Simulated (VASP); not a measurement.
# H17O8F in VASP: further runs

Runs on H17O8F. Level: PBE. Tasks: single point.

All numbers are computed with VASP 6.6.1; they aren't measurements. Logs are shortened: lines on timing, memory, paths and dates and some standing lists are left out, and cuts for length are marked.

### 1 The cell of the first run

The cell holds a disordered packing, 26 atoms: a = 6.495 Å, b = 6.495 Å, c = 6.495 Å, α = 90.00°, β = 90.00°, γ = 90.00°.

### 2 Single point, PBE

File INCAR:

```
SYSTEM = H17O8F
PREC = Accurate
ENCUT = 520
EDIFF = 1E-6
ISMEAR = -1
SIGMA = 0.02
LREAL = .FALSE.
LASPH = .TRUE.
NELM = 120
ALGO = Normal
ISIF = 2
LWAVE = .FALSE.
LCHARG = .FALSE.
GGA = PE
NBANDS = 55
GGA_COMPAT = .FALSE.
```

File KPOINTS:

```
Automatic mesh
0
G
  1 1 1
  0 0 0
```

File POSCAR:

```
H17O8F
1.0
    6.4950650000      0.0000000000      0.0000000000
    0.0000000000      6.4950650000      0.0000000000
    0.0000000000      0.0000000000      6.4950650000
O H F
8 17 1
Direct
    0.1977294405      0.8212516482      0.3359152350
    0.5896182513      0.4431038059      0.3287997176
    0.2925957936      0.0181292553      0.8500066298
    0.9093707213      0.6241618574      1.0914724951
    0.5622086722      1.0940707193      0.5463222030
    0.5495953621      0.8776854885      1.1486200810
    0.5020001457      0.4235912547      0.9114537239
    0.1265670019      0.2411539959      0.1765590812
    0.3382906302      0.8213462150      0.2674046628
    0.1544519075      0.9665830055      0.3339942012
    0.7225473321      0.5128279928      0.3255993229
    0.5573488223      0.4314680443      0.1805542537
    0.3827542356      0.0585236881      0.7306814498
    0.2159707360     -0.1039955146      0.8056927626
    0.9732940749      0.4863763340      1.0890453652
    1.0127521844      0.7059681628      1.1676047574
    0.5763135000      1.2286269625      0.4735435060
    0.5783636084      0.9963460529      0.4329706044
    0.6529938138      0.7762860407      1.1048985559
    0.4813884161      0.9323153276      1.0227214074
    0.4077863433      0.4970349012      0.8191941157
    0.6296180861      0.4110206751      0.8338453494
    0.1890769178      0.1817976531      0.0501603313
    0.2381414757      0.3164964064      0.2423295128
    0.2062063190      0.7051481562      0.5300143362
    0.2052527082      0.6270102713      0.6645849387
```

Potentials or basis: VASP PAW PBE potentials, release 64 (O, H, F).

Run with:

```sh
> cat potpaw_PBE.64/O/POTCAR potpaw_PBE.64/H/POTCAR potpaw_PBE.64/F/POTCAR > POTCAR
> mpirun -np 1 vasp_gam > vasp.out
```

OUTCAR:

```text
SYSTEM = H17O8F
   PREC = Accurate
   ENCUT = 520
   EDIFF = 1E-6
   ISMEAR = -1
   LREAL = .FALSE.
   LASPH = .TRUE.
   NELM = 120
   ISIF = 2
   GGA = PE

 ion  position               nearest neighbor table
   1  0.198  0.821  0.336-  10 0.98   9 1.02
   2  0.590  0.443  0.329-  11 0.98  12 0.99
   3  0.293  0.018  0.850-  14 0.98  13 1.01
   4  0.909  0.624  0.091-  15 0.99  16 0.99
   5  0.562  0.094  0.546-  18 0.98  17 1.00
   6  0.550  0.878  0.149-  19 0.98  20 1.00
   7  0.502  0.424  0.911-  22 0.97  21 0.98
   8  0.127  0.241  0.177-  24 0.97  23 0.99
   9  0.338  0.821  0.267-   1 1.02
  10  0.154  0.967  0.334-   1 0.98
  11  0.723  0.513  0.326-   2 0.98
  12  0.557  0.431  0.181-   2 0.99
  13  0.383  0.059  0.731-   3 1.01
  14  0.216  0.896  0.806-   3 0.98
[... 10 lines left out ...]
  25  0.206  0.705  0.530-  26 1.01
  26  0.205  0.627  0.665-  25 1.01

  LATTYP: Found a simple cubic cell.
 ALAT       =     6.4950650000

  Lattice vectors:

 A1 = (   6.4950650000,   0.0000000000,   0.0000000000)
 A2 = (   0.0000000000,   6.4950650000,   0.0000000000)
 A3 = (   0.0000000000,   0.0000000000,   6.4950650000)

Analysis of symmetry for initial positions (statically):
=====================================================================
 Subroutine PRICEL returns:
 Original cell was already a primitive cell.

 Routine SETGRP: Setting up the symmetry group for a
 simple cubic supercell.

 Subroutine GETGRP returns: Found  1 space group operations
 (whereof  1 operations were pure point group operations)
 out of a pool of 48 trial point group operations.

The static configuration has the point symmetry C_1 .

Analysis of symmetry for dynamics (positions and initial velocities):
=====================================================================
 Subroutine PRICEL returns:
 Original cell was already a primitive cell.

 Routine SETGRP: Setting up the symmetry group for a
 simple cubic supercell.

 Subroutine GETGRP returns: Found  1 space group operations
 (whereof  1 operations were pure point group operations)
 out of a pool of 48 trial point group operations.

The dynamic configuration has the point symmetry C_1 .

 Subroutine INISYM returns: Found  1 space group operations
 (whereof  1 operations are pure point group operations),
 and found     1 'primitive' translations

----------------------------------------------------------------------------------------

                                     Primitive cell

  volume of cell :     274.0000

  direct lattice vectors                    reciprocal lattice vectors
     6.495065000  0.000000000  0.000000000     0.153963047  0.000000000  0.000000000
     0.000000000  6.495065000  0.000000000     0.000000000  0.153963047  0.000000000
     0.000000000  0.000000000  6.495065000     0.000000000  0.000000000  0.153963047

  length of vectors
     6.495065000  6.495065000  6.495065000     0.153963047  0.153963047  0.153963047

  position of ions in fractional coordinates (direct lattice)
     0.197729440  0.821251648  0.335915235
     0.589618251  0.443103806  0.328799718
     0.292595794  0.018129255  0.850006630
     0.909370721  0.624161857  0.091472495
     0.562208672  0.094070719  0.546322203
     0.549595362  0.877685488  0.148620081
[... 18 lines left out ...]
     0.206206319  0.705148156  0.530014336
     0.205252708  0.627010271  0.664584939

  ion indices of the primitive-cell ions
   primitive index   ion index
                 1           1
                 2           2
                 3           3
                 4           4
                 5           5
                 6           6
[... 18 lines left out ...]
                25          25
                26          26

----------------------------------------------------------------------------------------

 KPOINTS: Automatic mesh

Automatic generation of k-mesh.
 Grid dimensions read from file:
 generate k-points for:    1    1    1

 Generating k-lattice:

  Cartesian coordinates                     Fractional coordinates (reciprocal lattice)
     0.153963047  0.000000000  0.000000000     1.000000000  0.000000000  0.000000000
     0.000000000  0.153963047  0.000000000     0.000000000  1.000000000  0.000000000
     0.000000000  0.000000000  0.153963047     0.000000000  0.000000000  1.000000000

  Length of vectors
     0.153963047  0.153963047  0.153963047

  Shift w.r.t. Gamma in fractional coordinates (k-lattice)
     0.000000000  0.000000000  0.000000000

 Subroutine IBZKPT returns following result:
 ===========================================

 Found      1 irreducible k-points:

 Following reciprocal coordinates:
            Coordinates               Weight
  0.000000  0.000000  0.000000      1.000000
   k-points           NKPTS =      1   k-points in BZ     NKDIM =      1   number of bands    NBANDS=     55
   number of dos      NEDOS =    301   number of ions     NIONS =     26
   total plane-waves  NPLWV = 110592
   dimension x,y,z NGX =    48 NGY =   48 NGZ =   48
   dimension x,y,z NGXF=    96 NGYF=   96 NGZF=   96
   ions per type =               8  17   1
   NGX,Y,Z   is equivalent  to a cutoff of  12.29, 12.29, 12.29 a.u.
   NGXF,Y,Z  is equivalent  to a cutoff of  24.57, 24.57, 24.57 a.u.
 SYSTEM =  H17O8F
   PREC   = accura    normal or accurate (medium, high low for compatibility)
   ISTART =      0    job   : 0-new  1-cont  2-samecut
   ICHARG =      2    charge: 1-file 2-atom 10-const
   ISPIN  =      1    spin polarized calculation?
   LNONCOLLINEAR =      F non collinear calculations
   LSORBIT =      F    spin-orbit coupling
   LASPH  =      T    aspherical Exc in radial PAW
   ENCUT  =  520.0 eV  38.22 Ry    6.18 a.u.  12.08 12.08 12.08*2*pi/ulx,y,z
   NELM   =    120;   NELMIN=  2; NELMDL= -5     # of ELM steps
   EDIFF  = 0.1E-05   stopping-criterion for ELM
   LREAL  =      F    real-space projection
   EDIFFG = 0.1E-04   stopping-criterion for IOM
   NSW    =      0    number of steps for IOM
   IBRION =     -1    ionic relax: 0-MD 1-quasi-New 2-CG
   NFREE  =      0    steps in history (QN), initial steepest desc. (CG)
   ISIF   =      2    stress and relaxation
   ISYM   =      2    0-nonsym 1-usesym 2-fastsym
   POTIM  = 0.5000    time-step for ionic-motion
   TEBEG  =    0.0;   TEEND  =   0.0 temperature during run
   PSTRESS=    0.0 pullay stress
   NELECT =      72.0000    total number of electrons
   NUPDOWN=      -1.0000    fix difference up-down
   EMIN   =  10.00;   EMAX   =-10.00  energy-range for DOS
   EFERMI =   0.00;   METHOD = LEGACY
   ISMEAR =    -1;   SIGMA  =   0.02  broadening in eV -4-tet -1-fermi 0-gaus
   EFERMI_NEDOS =   21; number of points for ismear=-14 and -15
   IALGO  =     38    algorithm
   IMIX   =      4    mixing-type and parameters
     AMIX     =   0.40;   BMIX     =  1.00
     AMIX_MAG =   1.60;   BMIX_MAG =  1.00
  volume/ion in A,a.u.               =      10.54        71.12
  Fermi-wavevector in a.u.,A,eV,Ry     =   1.048581  1.981532 14.959919  1.099523
  Thomas-Fermi vector in A             =   2.183509
   LORBIT       =      0    0 simple, 1 ext, 2 COOP (PROOUT), +10 PAW based schemes
   GGA     = PE    functional components
   LHFCALC =     F    Hartree Fock is set to
   AEXX    =    0.0000 exact exchange contribution
   IVDW    =     0    specifies the selected vdW correction
   LEPSILON=     F    determine dielectric tensor
   LRPA    =     F    only Hartree local field effects (RPA)
 non-spin polarized calculation
  energy-cutoff  :      520.00
  volume of cell :      274.00
 maximum number of plane-waves:      3625
   NGX = 25   NGY = 25   NGZ = 25

 number of electron      72.0000002 magnetization

 Free energy of the ion-electron system (eV)
  ---------------------------------------------------
  ext. energy  EPLUGINS =         0.00000000
  ---------------------------------------------------
  free energy    TOTEN  =      -125.62024765 eV

  energy without entropy =     -125.62024765  energy(sigma->0) =     -125.62024765

 E-fermi :  -3.4667     XC(G=0):  -6.5960

 val. band max:       -3.9574257593   @ k =   0.0000   0.0000   0.0000
 cond. band min:       0.9796762068   @ k =   0.0000   0.0000   0.0000
 fundamental gap:      4.9371019661
 Fermi energy:        -3.4667294558

 k-point     1 :       0.0000    0.0000    0.0000
  band No.  band energies     occupation
      1     -26.0878      2.00000
      2     -23.0604      2.00000
      3     -22.5496      2.00000
      4     -22.3733      2.00000
      5     -22.2673      2.00000
      6     -22.1340      2.00000
[... 40 lines left out ...]
     47       6.9803      0.00000
     48       7.1533      0.00000
 [bands above 48 left out]

------------------------ aborting loop because EDIFF is reached ----------------------------------------

  FORCE on cell =-STRESS in cart. coord.  units (eV):
  Direction    XX          YY          ZZ          XY          YZ          ZX
  --------------------------------------------------------------------------------------
  -------------------------------------------------------------------------------------
  Total        0.2104508      1.1764394      0.1549996      1.1705473      0.6439976      0.0773649
  in kB        1.2305822      6.8790684      0.9063392      6.8446156      3.7656879      0.4523807
  external PRESSURE =       3.0053299 kB  Pullay stress =       0.0000000 kB

 VOLUME and BASIS-vectors are now :
 -----------------------------------------------------------------------------
  energy-cutoff  :      520.00
  volume of cell :      274.00
      direct lattice vectors                 reciprocal lattice vectors
     6.495065000  0.000000000  0.000000000     0.153963047  0.000000000  0.000000000
     0.000000000  6.495065000  0.000000000     0.000000000  0.153963047  0.000000000
     0.000000000  0.000000000  6.495065000     0.000000000  0.000000000  0.153963047

 POSITION                                       TOTAL-FORCE (eV/Angst)
 -----------------------------------------------------------------------------------
      1.28427      5.33408      2.18179        -0.002416     -0.144037      0.186496
      3.82961      2.87799      2.13558        -0.175397     -0.060163      0.114619
      1.90043      0.11775      5.52085        -0.025982     -0.010970      0.049563
      5.90642      4.05397      0.59412         0.112417     -0.039292      0.149079
      3.65158      0.61100      3.54840         0.000672      0.057591      0.063327
      3.56966      5.70062      0.96530         0.037529     -0.010996      0.024794
[... 18 lines left out ...]
      1.33932      4.57998      3.44248        -0.046964      0.100999     -0.130083
      1.33313      4.07247      4.31652        -0.021336      0.076442     -0.053847
 -----------------------------------------------------------------------------------
    total drift:                                0.000098     -0.001119     -0.001368

  FREE ENERGIE OF THE ION-ELECTRON SYSTEM (eV)
  ---------------------------------------------------
  free  energy   TOTEN  =      -125.6202476482 eV

  energy  without entropy=     -125.6202476482  energy(sigma->0) =     -125.62024765
```

It took 16 s on 1 thread of AMD EPYC 9R45 (Zen 5), shared host; peak memory 0.27 GiB.

Results:

```yaml
Free_energy: -125.6202 eV
Pressure: 0.3 GPa
Largest_force: 0.236 eV/Å
```

Forces in eV/Å, atoms in the order of the input:
```
O   -0.002 -0.144  0.186
O   -0.175 -0.060  0.115
O   -0.026 -0.011  0.050
O    0.112 -0.039  0.149
O    0.001  0.058  0.063
O    0.038 -0.011  0.025
O    0.108  0.039 -0.125
O   -0.026 -0.071 -0.016
H    0.097 -0.019 -0.029
H   -0.025  0.084  0.003
H    0.122  0.042 -0.089
H   -0.022  0.006 -0.061
H    0.009 -0.009 -0.008
H    0.112  0.009  0.018
H   -0.110 -0.074 -0.008
H   -0.017  0.049 -0.010
H   -0.008  0.058 -0.021
H    0.015 -0.060 -0.043
H    0.029 -0.018  0.009
H   -0.047  0.058 -0.072
H   -0.101  0.022  0.014
H   -0.077 -0.043  0.092
H    0.008 -0.048 -0.110
H    0.053  0.007  0.050
H   -0.047  0.101 -0.130
F   -0.021  0.076 -0.054
```

Levels at points of the mesh, in eV from the Fermi level:
| k point | band 32 | band 33 | band 34 | band 35 | band 36 | band 37 | band 38 | band 39 | band 40 | band 41 |
| --- | --- | --- | --- | --- | --- | --- | --- | --- | --- | --- |
| (0.00, 0.00, 0.00) | -0.96 | -0.77 | -0.67 | -0.62 | -0.49 | 4.45 | 7.50 | 7.87 | 8.18 | 8.46 |

Caveat: the k points lie up to 0.97 Å⁻¹ apart.

### 3 Single point, PBE

File INCAR:

```
SYSTEM = H17O8F
  ALGO = Normal
  EDIFF = 1E-6
  ENCUT = 520
  GGA = PE
  GGA_COMPAT = .False.
  ISIF = 2
  ISMEAR = -1
  LASPH = .True.
  LCHARG = .False.
  LREAL = .False.
  LWAVE = .False.
  NBANDS = 55
  NELM = 120
  PREC = Accurate
  SIGMA = 0.02
```

File KPOINTS:

```
k-points
0
Gamma
  1 1 1
  0 0 0
```

File POSCAR:

```
H17O8F
1.0
    6.4950650000      0.0000000000      0.0000000000
    0.0000000000      6.4950650000      0.0000000000
    0.0000000000      0.0000000000      6.4950650000
O H F
8 17 1
Direct
    0.2097284631      0.8296144842      0.3423368357
    0.5860141507      0.4673240376      0.3409973572
    0.2788578713     -0.0061893145      0.8525549783
    0.9039632398      0.6344355291      1.1192651652
    0.5652753283      1.1069635177      0.5590860138
    0.5701405606      0.8863190746      1.1518129534
    0.5209031780      0.3643843441      0.9188360702
    0.1376583606      0.2644931190      0.1481124515
    0.3517747705      0.8349416057      0.2785653415
    0.1633855858      0.9731850259      0.3577331405
    0.7208087987      0.5323426324      0.3000431866
    0.5320193100      0.4453996996      0.1987970867
    0.3629524878      0.0486985119      0.7365746147
    0.1817841700     -0.1086979114      0.7984215708
    0.9622228569      0.4994561255      1.0768175530
    1.0229304865      0.7072754468      1.1812814806
    0.5793783434      1.2530590533      0.5036593167
    0.6152055445      1.0129536810      0.4527591333
    0.6919099347      0.8062428936      1.1330294616
    0.5028125200      0.9213456678      1.0219605193
    0.4416891902      0.4365160318      0.8176977444
    0.6399320099      0.3138228794      0.8411463165
    0.2051249680      0.1712377012      0.0467123886
    0.2528535126      0.2973488333      0.2344857211
    0.2161179295      0.6887075033      0.5271694741
    0.1970111154      0.6041202051      0.6497856449
```

Potentials or basis: VASP PAW PBE potentials, release 64 (O, H, F).

Run with:

```sh
> cat potpaw_PBE.64/O/POTCAR potpaw_PBE.64/H/POTCAR potpaw_PBE.64/F/POTCAR > POTCAR
> mpirun -np 1 vasp_gam > vasp.out
```

Run time: 15 s. Hardware: 1 thread of AMD EPYC 9R45 (Zen 5), shared host; peak memory 0.27 GiB.

It converged, with:

```
Free energy   : -125.1693 eV
Pressure      : 0.4 GPa
Largest force : 1.851 eV/Å
```

Forces on the atoms (eV/Å):
```
O    0.059  0.133 -0.005
O    0.355  0.270 -0.661
O   -0.145  0.067  0.007
O    0.428 -0.236 -0.075
O   -0.002  0.825  0.281
O   -1.262  1.026  0.883
O    0.840 -0.369  0.348
O   -0.213 -0.665 -0.255
H    0.021  0.075 -0.013
H    0.166 -0.277 -0.139
H   -0.486 -0.360  0.391
H    0.217 -0.145  0.455
H   -0.009 -0.216 -0.020
H    0.454  0.063  0.089
H   -0.070  0.333  0.235
H   -0.048 -0.078  0.072
H    0.017 -1.005 -0.413
H   -0.144  0.371 -0.173
H    0.924 -0.941 -0.665
H    0.005 -0.030 -0.396
H   -0.733  0.623 -0.566
H   -0.240 -0.043  0.295
H   -0.446  0.096 -0.409
H    0.408  0.536  0.626
H   -0.087  0.400 -0.536
F   -0.010 -0.453  0.644
```

Stress tensor (GPa, compression positive):
```
0.06 0.22 0.38
0.22 0.15 0.13
0.38 0.13 0.95
```

Levels at points of the mesh, in eV from the Fermi level:
```
           k point  band 33  band 34  band 35  band 36  band 37  band 38  band 39  band 40
(0.00, 0.00, 0.00)    -1.10    -0.93    -0.83    -0.51     4.15     7.19     7.49     7.97
```

Caveat: the k points lie up to 0.97 Å⁻¹ apart.

### 4 Single point, PBE

File INCAR:

```
SYSTEM = H17O8F
ALGO = Normal
EDIFF = 1E-6
ENCUT = 520
GGA = PE
GGA_COMPAT = .False.
ISIF = 2
ISMEAR = -1
LASPH = .True.
LCHARG = .False.
LREAL = .False.
LWAVE = .False.
NBANDS = 55
NELM = 120
PREC = Accurate
SIGMA = 0.02
```

KPOINTS is that of step 3.

File POSCAR:

```
H17O8F
1.0
    6.4950650000      0.0000000000      0.0000000000
    0.0000000000      6.4950650000      0.0000000000
    0.0000000000      0.0000000000      6.4950650000
O H F
8 17 1
Direct
    0.2336851132      0.8200995679      0.3400581826
    0.5566841902      0.4420125126      0.3407048274
    0.2797970459     -0.0494221382      0.8474741977
    0.8967423729      0.6599779987      1.1313050755
    0.5376081687      1.1115670128      0.5596556770
    0.5673076405      0.8848256330      1.1457006204
    0.5026123680      0.3472174643      0.9422384533
    0.1167039899      0.2401669575      0.1432472192
    0.3680948536      0.7945109094      0.2645085153
    0.2040626229      0.9609911525      0.3319289337
    0.6650125903      0.5424734010      0.3735143528
    0.5633507902      0.4293567501      0.1937163061
    0.3282184243     -0.0114086618      0.7146502768
    0.2065260317     -0.1791514019      0.8195299046
    0.9335241449      0.5148832229      1.0968019566
    1.0283499857      0.7221174846      1.1742607657
    0.5281240449      1.2469775129      0.4692485756
    0.6106328420      1.0288734601      0.4649684029
    0.6743581473      0.7846418781      1.1059165690
    0.4924508069      0.9361261204      1.0189274472
    0.4439986359      0.4594257332      0.8556034466
    0.5544517260      0.2464948388      0.8439946328
    0.1227701339      0.1566266080      0.0161199311
    0.2545163135      0.3030608624      0.1344867218
    0.2213526731      0.6836113264      0.5163150792
    0.2207060283      0.5897400565      0.6354516852
```

Run with:

```sh
> cat potpaw_PBE.64/O/POTCAR potpaw_PBE.64/H/POTCAR potpaw_PBE.64/F/POTCAR > POTCAR
> mpirun -np 1 vasp_gam > vasp.out
```

Wall time 16 s (1 thread of AMD EPYC 9R45 (Zen 5), shared host); peak memory 0.27 GiB.

The run converged. Its results:

```
Free energy   : -125.0074 eV
Pressure      : 1.5 GPa
Largest force : 2.837 eV/Å
```

Forces in eV/Å, atoms in the order of the input:
```
O    0.020 -2.837 -0.040
O    0.192  0.962  1.243
O   -1.129 -0.677  1.340
O    0.336 -1.158 -0.462
O   -0.928  2.174  0.235
O   -0.603  0.361 -0.639
O   -0.414  1.244 -0.339
O    0.270  0.009 -0.320
H    0.073  0.744  0.084
H   -0.341  2.341 -0.109
H   -0.171 -0.421 -0.034
H    0.088 -0.489 -1.366
H    0.982  0.869 -1.531
H    0.178  0.068  0.169
H   -0.100  0.578  0.247
H   -0.070  0.080  0.347
H    0.169 -1.001  1.039
H    0.837 -1.237 -0.937
H    0.354  0.212 -0.098
H    0.341 -0.627  0.683
H    0.271 -0.783  0.309
H    0.101 -0.185 -0.386
H   -0.088 -0.053  0.202
H   -0.297 -0.096  0.103
H    0.059  0.444 -0.591
F   -0.128 -0.524  0.852
```

Stress tensor (GPa, compression positive):
```
 0.88  0.30 -1.23
 0.30  1.30  0.56
-1.23  0.56  2.25
```

Levels at points of the mesh, in eV from the Fermi level:
| k point | band 33 | band 34 | band 35 | band 36 | band 37 | band 38 | band 39 | band 40 |
| --- | --- | --- | --- | --- | --- | --- | --- | --- |
| (0.00, 0.00, 0.00) | -0.94 | -0.84 | -0.73 | -0.53 | 4.33 | 7.48 | 7.66 | 8.19 |

Caveat: the k points lie up to 0.97 Å⁻¹ apart.

(Continued in part 2 of 2.)
